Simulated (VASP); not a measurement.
A run of VASP 6.6.1 is set up as follows.

POSCAR

```
Cu
1.0
    0.0000000000      1.7881324402      1.7881324402
    1.7881324402      0.0000000000      1.7881324402
    1.7881324402      1.7881324402      0.0000000000
Cu
1
Direct
    0.0000000000      0.0000000000      0.0000000000
```

INCAR.step1

```
ALGO = Normal ; EDIFF = 1E-4
ENCUT = 520 ; GGA = PE
ISMEAR = -1 ; LASPH = True
LCHARG = False ; LREAL = False
LWAVE = True ; NBANDS = 12
NELM = 80 ; PREC = Accurate
SIGMA = 0.6
```

INCAR.step2

```
ALGO = Normal ; EDIFF = 1E-6
ENCUT = 520 ; ISIF = 2
ISMEAR = -1 ; ISTART = 1
LASPH = True ; LCHARG = False
LMIXTAU = True ; LREAL = False
LWAVE = False ; METAGGA = R2SCAN
NBANDS = 12 ; NELM = 80
PREC = Accurate ; SIGMA = 0.6
```

File KPOINTS:

```
k-points
0
Gamma
  15 15 15
```

Potentials or basis: VASP PAW PBE potentials, release 64 (Cu).

Command:

```console
$ cat potpaw_PBE.64/Cu/POTCAR > POTCAR
$ cp INCAR.step1 INCAR
$ mpirun -np 1 vasp_std > vasp.out
$ cp INCAR.step2 INCAR
$ mpirun -np 1 vasp_std > vasp.out
```

(1) Predict the pressure.

Answers

(1) 3.6 GPa.

Caveat: the PAW data sets were made with another functional, which shifts forces and pressure a little.
